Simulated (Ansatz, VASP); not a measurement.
## One calculation of Pb, two programs

```xyz
1
Lattice="0.0000 2.1018 2.1018 2.1018 0.0000 2.1018 2.1018 2.1018 0.0000" Properties=species:S:1:pos:R:3 pbc="T T T"
Pb    0.0000    0.0000    0.0000
```

Change from the starting cell: volume scaled by 0.58, PAW files.

Alike in both runs: task single point; functional PBE; k mesh 14 × 14 × 14; occupations fermi-dirac, width 0.05 eV; no spin polarisation.

|  | VASP | Ansatz |
| --- | --- | --- |
| version | VASP 6.6.1 | Ansatz 0.2.0 |
| potentials or method | VASP PAW PBE potentials, release 64 (Pb_d) | PAW with Ansatz's default frozen-core files, scalar-relativistic |
| plane-wave cutoff (eV) | 500 | 420 |
| valence electrons in the cell | 14 | 14 |

```csv
,VASP,Ansatz,Ansatz less VASP
pressure (GPa),81.5,81.6,+0.14
```

Both programs put the cell under a high pressure, so it lies far from rest at this level. The functional is the same, so the differences come from potentials, cutoffs and numerics.

Neither program's run includes spin-orbit coupling. Noted on VASP's run: the cell as given lies far from equilibrium.
